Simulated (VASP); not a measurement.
# RbBr (P1) in VASP: single point with PBE

Aim: the single point of RbBr with PBE.

All numbers are computed with VASP 6.6.1; they aren't measurements. Logs are shortened: lines on timing, memory, paths and dates and some standing lists are left out, and cuts for length are marked.

**1. The cell of the first run**

The typed cell holds 8 atoms: a = 5.558 Å, b = 9.455 Å, c = 9.478 Å, α = 71.89°, β = 89.85°, γ = 90.05°.

**2. Single point, PBE**

File INCAR:

```
PREC     = Accurate       # precision mode
ENCUT    = 520            # plane-wave cutoff, eV
EDIFF    = 1E-6           # SCF threshold, eV
ISMEAR   = 0              # smearing method
SIGMA    = 0.1            # smearing width, eV
LREAL    = False          # projectors in reciprocal space
LASPH    = True           # aspherical terms in the spheres
NELM     = 80             # most SCF steps
ALGO     = Normal         # electronic algorithm
ISIF     = 2              # what is computed and relaxed
LWAVE    = False          # write WAVECAR
LCHARG   = True           # write CHGCAR
GGA      = PE             # functional
LELF     = True           # ELF
LVHAR    = True         
NBANDS   = 42             # bands
```

File KPOINTS:

```
regular mesh
0
Gamma
  4 2 2
```

File POSCAR:

```
RbBr
1.0
    2.7815960552     -1.5964296774     -4.5397533837
   -8.1891360869     -1.6757030972     -4.4184458926
   -2.6328269213      7.9495779626     -4.4383506123
Rb Br
4 4
Direct
    0.0022215047      0.5002620293      0.5004028915
    0.5015284103      0.4996478707     -0.0001009808
    0.5003314125      0.0002983113      0.5009328203
   -0.0001236309      0.0000462598      0.0007402865
    0.4997818585      0.8749666031      0.8756211954
    0.0010920864      0.8759509969      0.3752105533
    0.0025101735      0.3754185806      0.8749592988
    0.5026021852      0.3758953482      0.3747199352
```

Potentials or basis: VASP PAW PBE potentials, release 64 (Rb_sv, Br).

Command:

```bash
cat potpaw_PBE.64/Rb_sv/POTCAR potpaw_PBE.64/Br/POTCAR > POTCAR
mpirun -np 1 vasp_std > vasp.out
```

OUTCAR:

```text
PREC = Accurate
   ENCUT = 520
   EDIFF = 1E-6
   ISMEAR = 0
   LREAL = False
   LASPH = True
   NELM = 80
   ISIF = 2
   GGA = PE

 ion  position               nearest neighbor table
   1  0.002  0.500  0.500-   7 3.38   8 3.38   8 3.38   6 3.38   3 5.48   3 5.48   2 5.48   3 5.49
                             2 5.49   2 5.49   3 5.49   2 5.51   4 5.55   4 5.56
   2  0.502  0.500  1.000-   7 3.37   5 3.37   7 3.37   8 3.38   4 5.48   4 5.48   4 5.48   1 5.48
                             1 5.49   1 5.49   4 5.50   1 5.51   3 5.55   3 5.56
   3  0.500  0.000  0.501-   6 3.37   5 3.38   8 3.38   6 3.38   1 5.48   1 5.48   1 5.49   4 5.49
                             4 5.49   1 5.49   4 5.50   4 5.50   2 5.55   2 5.56
   4  1.000  0.000  0.001-   6 3.37   5 3.37   7 3.37   5 3.38   2 5.48   2 5.48   2 5.48   3 5.49
                             3 5.49   2 5.50   3 5.50   3 5.50   1 5.55   1 5.56
   5  0.500  0.875  0.876-   2 3.37   4 3.37   3 3.38   4 3.38
   6  0.001  0.876  0.375-   3 3.37   4 3.37   1 3.38   3 3.38
   7  0.003  0.375  0.875-   2 3.37   4 3.37   2 3.37   1 3.38
   8  0.503  0.376  0.375-   1 3.38   1 3.38   3 3.38   2 3.38

  LATTYP: Found a triclinic cell.
 ALAT       =     5.5583473366
 B/A-ratio  =     2.6248862937
 C/A-ratio  =     2.2382199384
 COS(alpha) =     0.0002134402
 COS(beta)  =     0.4493820992
 COS(gamma) =     0.7602778413

  Lattice vectors:

 A1 = (  -2.7815960552,   1.5964296774,   4.5397533837)
 A2 = (  -8.1960190317,  11.1424373174,   4.6411561551)
 A3 = (  -8.3379052208,  -8.0288513824,   4.5596581034)

Analysis of symmetry for initial positions (statically):
=====================================================================
 Subroutine PRICEL returns:
 Original cell was already a primitive cell.

 Routine SETGRP: Setting up the symmetry group for a
 triclinic supercell.

 Subroutine GETGRP returns: Found  1 space group operations
 (whereof  1 operations were pure point group operations)
 out of a pool of  2 trial point group operations.

The static configuration has the point symmetry C_1 .

Analysis of symmetry for dynamics (positions and initial velocities):
=====================================================================
 Subroutine PRICEL returns:
 Original cell was already a primitive cell.

 Routine SETGRP: Setting up the symmetry group for a
 triclinic supercell.

 Subroutine GETGRP returns: Found  1 space group operations
 (whereof  1 operations were pure point group operations)
 out of a pool of  2 trial point group operations.

The dynamic configuration has the point symmetry C_1 .

 Subroutine INISYM returns: Found  1 space group operations
 (whereof  1 operations are pure point group operations),
 and found     1 'primitive' translations

----------------------------------------------------------------------------------------

                                     Primitive cell

  volume of cell :     473.4110

  direct lattice vectors                    reciprocal lattice vectors
     2.781596055 -1.596429677 -4.539753384     0.089905250 -0.052202530 -0.146832258
    -8.189136087 -1.675703097 -4.418445893    -0.091199052 -0.051325553 -0.037830532
    -2.632826921  7.949577963 -4.438350612    -0.001169260  0.104490571 -0.037461123

  length of vectors
     5.558347337  9.454765720  9.477685558     0.179910451  0.111277710  0.111008929

  position of ions in fractional coordinates (direct lattice)
     0.002221505  0.500262029  0.500402892
     0.501528410  0.499647871  0.999899019
     0.500331413  0.000298311  0.500932820
     0.999876369  0.000046260  0.000740286
     0.499781859  0.874966603  0.875621195
     0.001092086  0.875950997  0.375210553
     0.002510173  0.375418581  0.874959299
     0.502602185  0.375895348  0.374719935

  ion indices of the primitive-cell ions
   primitive index   ion index
                 1           1
                 2           2
                 3           3
                 4           4
                 5           5
                 6           6
                 7           7
                 8           8

----------------------------------------------------------------------------------------

 KPOINTS: regular mesh

Automatic generation of k-mesh.
 Grid dimensions read from file:
 generate k-points for:    4    2    2

 Generating k-lattice:

  Cartesian coordinates                     Fractional coordinates (reciprocal lattice)
     0.022476313 -0.013050632 -0.036708065     0.250000000  0.000000000  0.000000000
    -0.045599526 -0.025662777 -0.018915266     0.000000000  0.500000000 -0.000000000
    -0.000584630  0.052245286 -0.018730561     0.000000000  0.000000000  0.500000000

  Length of vectors
     0.044977613  0.055638855  0.055504465

  Shift w.r.t. Gamma in fractional coordinates (k-lattice)
     0.000000000  0.000000000  0.000000000

 Subroutine IBZKPT returns following result:
 ===========================================

 Found     12 irreducible k-points:

 Following reciprocal coordinates:
            Coordinates               Weight
  0.000000  0.000000  0.000000      1.000000
  0.250000  0.000000  0.000000      2.000000
  0.500000  0.000000  0.000000      1.000000
  0.000000  0.500000  0.000000      1.000000
  0.250000  0.500000  0.000000      2.000000
  0.500000  0.500000  0.000000      1.000000
  0.000000  0.000000  0.500000      1.000000
  0.250000  0.000000  0.500000      2.000000
  0.500000 -0.000000  0.500000      1.000000
  0.000000  0.500000  0.500000      1.000000
  0.250000  0.500000  0.500000      2.000000
  0.500000  0.500000  0.500000      1.000000
   k-points           NKPTS =     12   k-points in BZ     NKDIM =     12   number of bands    NBANDS=     42
   number of dos      NEDOS =    301   number of ions     NIONS =      8
   total plane-waves  NPLWV = 205800
   dimension x,y,z NGX =    42 NGY =   70 NGZ =   70
   dimension x,y,z NGXF=    84 NGYF=  140 NGZF=  140
   ions per type =               4   4
   NGX,Y,Z   is equivalent  to a cutoff of  12.56, 12.31, 12.28 a.u.
   NGXF,Y,Z  is equivalent  to a cutoff of  25.12, 24.62, 24.56 a.u.
 SYSTEM =  unknown system
   PREC   = accura    normal or accurate (medium, high low for compatibility)
   ISTART =      0    job   : 0-new  1-cont  2-samecut
   ICHARG =      2    charge: 1-file 2-atom 10-const
   ISPIN  =      1    spin polarized calculation?
   LNONCOLLINEAR =      F non collinear calculations
   LSORBIT =      F    spin-orbit coupling
   LASPH  =      T    aspherical Exc in radial PAW
   ENCUT  =  520.0 eV  38.22 Ry    6.18 a.u.  10.33 17.58 17.62*2*pi/ulx,y,z
   NELM   =     80;   NELMIN=  2; NELMDL= -5     # of ELM steps
   EDIFF  = 0.1E-05   stopping-criterion for ELM
   LREAL  =      F    real-space projection
   EDIFFG = 0.1E-04   stopping-criterion for IOM
   NSW    =      0    number of steps for IOM
   IBRION =     -1    ionic relax: 0-MD 1-quasi-New 2-CG
   NFREE  =      0    steps in history (QN), initial steepest desc. (CG)
   ISIF   =      2    stress and relaxation
   ISYM   =      2    0-nonsym 1-usesym 2-fastsym
   POTIM  = 0.5000    time-step for ionic-motion
   TEBEG  =    0.0;   TEEND  =   0.0 temperature during run
   PSTRESS=    0.0 pullay stress
   NELECT =      64.0000    total number of electrons
   NUPDOWN=      -1.0000    fix difference up-down
   EMIN   =  10.00;   EMAX   =-10.00  energy-range for DOS
   EFERMI =   0.00;   METHOD = LEGACY
   ISMEAR =     0;   SIGMA  =   0.10  broadening in eV -4-tet -1-fermi 0-gaus
   EFERMI_NEDOS =   21; number of points for ismear=-14 and -15
   IALGO  =     38    algorithm
   IMIX   =      4    mixing-type and parameters
     AMIX     =   0.40;   BMIX     =  1.00
     AMIX_MAG =   1.60;   BMIX_MAG =  1.00
  volume/ion in A,a.u.               =      59.18       399.34
  Fermi-wavevector in a.u.,A,eV,Ry     =   0.840212  1.587770  9.605109  0.705956
  Thomas-Fermi vector in A             =   1.954557
   LORBIT       =      0    0 simple, 1 ext, 2 COOP (PROOUT), +10 PAW based schemes
   GGA     = PE    functional components
   LHFCALC =     F    Hartree Fock is set to
   AEXX    =    0.0000 exact exchange contribution
   IVDW    =     0    specifies the selected vdW correction
   LEPSILON=     F    determine dielectric tensor
   LRPA    =     F    only Hartree local field effects (RPA)
 non-spin polarized calculation
 Gauss-broadening in eV      SIGMA  =   0.10
  energy-cutoff  :      520.00
  volume of cell :      473.41
 maximum number of plane-waves:     12781
 NGX is ok and might be reduce to    42
   NGX = 21   NGY = 35   NGZ = 35

 number of electron      63.9999992 magnetization

 Free energy of the ion-electron system (eV)
  ---------------------------------------------------
  ext. energy  EPLUGINS =         0.00000000
  ---------------------------------------------------
  free energy    TOTEN  =       -23.71580300 eV

  energy without entropy =      -23.71580300  energy(sigma->0) =      -23.71580300

 E-fermi :  -2.6128     XC(G=0):  -5.6676

 val. band max:       -3.1187642846   @ k =   0.5000   0.5000   0.5000
 cond. band min:       0.9174647926   @ k =   0.0000   0.0000   0.0000
 fundamental gap:      4.0362290772
 Fermi energy:        -2.6128281834

 k-point     1 :       0.0000    0.0000    0.0000
  band No.  band energies     occupation
      1     -27.7698      2.00000
      2     -27.7682      2.00000
      3     -27.7675      2.00000
      4     -27.7640      2.00000
      5     -15.0411      2.00000
      6     -15.0314      2.00000
[... 34 lines left out ...]
     41       4.6000      0.00000
     42       4.6812      0.00000

 k-point     2 :       0.2500    0.0000    0.0000
  band No.  band energies     occupation
      1     -27.7692      2.00000
      2     -27.7681      2.00000
      3     -27.7673      2.00000
      4     -27.7638      2.00000
      5     -15.0421      2.00000
      6     -15.0373      2.00000
[... 34 lines left out ...]
     41       4.3546      0.00000
     42       4.4741      0.00000

 k-point     3 :       0.5000    0.0000    0.0000
  band No.  band energies     occupation
      1     -27.7683      2.00000
      2     -27.7682      2.00000
      3     -27.7671      2.00000
      4     -27.7636      2.00000
      5     -15.0465      2.00000
      6     -15.0421      2.00000
[... 34 lines left out ...]
     41       4.4263      0.00000
     42       4.4310      0.00000

 k-point     4 :       0.0000    0.5000    0.0000
  band No.  band energies     occupation
      1     -27.7691      2.00000
      2     -27.7689      2.00000
      3     -27.7674      2.00000
      4     -27.7641      2.00000
      5     -15.0370      2.00000
      6     -15.0342      2.00000
[... 304 lines left out ...]
     41       4.4247      0.00000
     42       4.4958      0.00000

 k-point    11 :       0.2500    0.5000    0.5000
  band No.  band energies     occupation
      1     -27.7686      2.00000
      2     -27.7685      2.00000
      3     -27.7674      2.00000
      4     -27.7639      2.00000
      5     -15.0395      2.00000
      6     -15.0353      2.00000
[... 34 lines left out ...]
     41       4.5900      0.00000
     42       4.6241      0.00000

 k-point    12 :       0.5000    0.5000    0.5000
  band No.  band energies     occupation
      1     -27.7683      2.00000
      2     -27.7682      2.00000
      3     -27.7671      2.00000
      4     -27.7636      2.00000
      5     -15.0467      2.00000
      6     -15.0424      2.00000
[... 34 lines left out ...]
     41       4.5953      0.00000
     42       4.6008      0.00000

------------------------ aborting loop because EDIFF is reached ----------------------------------------

  FORCE on cell =-STRESS in cart. coord.  units (eV):
  Direction    XX          YY          ZZ          XY          YZ          ZX
  --------------------------------------------------------------------------------------
  -------------------------------------------------------------------------------------
  Total        0.0340577      0.0062904      0.0255620     -0.0094832     -0.0007175      0.0217265
  in kB        0.1152625      0.0212888      0.0865102     -0.0320943     -0.0024282      0.0735295
  external PRESSURE =       0.0743538 kB  Pullay stress =       0.0000000 kB

 VOLUME and BASIS-vectors are now :
 -----------------------------------------------------------------------------
  energy-cutoff  :      520.00
  volume of cell :      473.41
      direct lattice vectors                 reciprocal lattice vectors
     2.781596055 -1.596429677 -4.539753384     0.089905250 -0.052202530 -0.146832258
    -8.189136087 -1.675703097 -4.418445893    -0.091199052 -0.051325553 -0.037830532
    -2.632826921  7.949577963 -4.438350612    -0.001169260  0.104490571 -0.037461123

 POSITION                                       TOTAL-FORCE (eV/Angst)
 -----------------------------------------------------------------------------------
     -5.40801      3.13615     -4.44143        -0.001351     -0.003935      0.000752
     -5.32920      6.31086     -8.92238        -0.001627      0.003517     -0.006748
      0.07041      3.18296     -4.49601         0.000968     -0.002353     -0.002117
      2.77892     -1.59042     -4.54268         0.001649      0.000622      0.002948
     -8.08039      4.69677    -10.02119        -0.001075     -0.003128     -0.003256
     -8.15811      1.51319     -5.54062        -0.000383      0.003996      0.001536
     -5.37099      6.32246     -5.55354         0.000819     -0.000640      0.006201
     -2.66679      1.54661     -5.60570         0.001000      0.001921      0.000684
 -----------------------------------------------------------------------------------
    total drift:                               -0.000138     -0.000069     -0.000384

  FREE ENERGIE OF THE ION-ELECTRON SYSTEM (eV)
  ---------------------------------------------------
  free  energy   TOTEN  =       -23.7158030008 eV

  energy  without entropy=      -23.7158030008  energy(sigma->0) =      -23.71580300
```

Run time: 6.3 min. Hardware: 1 thread of Intel Xeon Platinum 8259CL at 2.50GHz (Skylake/Cascade Lake), shared host; peak memory 0.54 GiB.

Results:

| Item | Value |
| --- | --- |
| Free energy | -23.7158 eV |
| Pressure | 0.0 GPa |
| Largest force | 0.008 eV/Å |
| Band gap on the k mesh | 4.04 eV |

Forces on the atoms (eV/Å):
```
Rb  -0.001 -0.004  0.001
Rb  -0.002  0.004 -0.007
Rb   0.001 -0.002 -0.002
Rb   0.002  0.001  0.003
Br  -0.001 -0.003 -0.003
Br   0.000  0.004  0.002
Br   0.001 -0.001  0.006
Br   0.001  0.002  0.001
```

A k mesh can miss the band edges.
